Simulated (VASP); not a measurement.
CSe2, 6 atoms in the cell. The structure is orthorhombic, space group Cmce (No. 64). Conventional cell: a = 7.140 Å, b = 5.990 Å, c = 9.463 Å, α = 90.00°, β = 90.00°, γ = 90.00°. Se (site symmetry m) has 1 C at 1.71 Å within 2.3 Å. Within 2.3 Å of C (site symmetry 2/m) lie 2 Se at 1.71 Å. 

| Quantity | Value |
| --- | --- |
| Program | VASP 6.6.1 |
| Task | single point |
| Functional | r2SCAN |
| Potentials or basis | VASP PAW PBE potentials, release 64 (Se, C) |
| Cutoff | 520 eV |
| k mesh | 6 × 6 × 3 |
| Occupations | gaussian, width 0.02 eV |
| Spin | no spin polarisation |
| Dipole correction | no |
| Further INCAR settings | ALGO = Normal; EDIFF = 1e-06; NBANDS = 25 |

Potentials or basis: VASP PAW PBE potentials, release 64 (Se, C).

Launch:

```console
$ cat potpaw_PBE.64/Se/POTCAR potpaw_PBE.64/C/POTCAR > POTCAR
$ cp INCAR.step1 INCAR
$ mpirun -np 1 vasp_std > vasp.out
$ cp INCAR.step2 INCAR
$ mpirun -np 1 vasp_std > vasp.out
```

Hardware: 1 thread of Intel(R) Xeon(R) 6975P-C (Granite Rapids) (shared host).

Q: How long does it take, and how much memory?

A: Wall time 3 min on 1 thread of Intel(R) Xeon(R) 6975P-C (Granite Rapids), on a shared host, peak memory 0.38 GiB. Counts: k points 26.
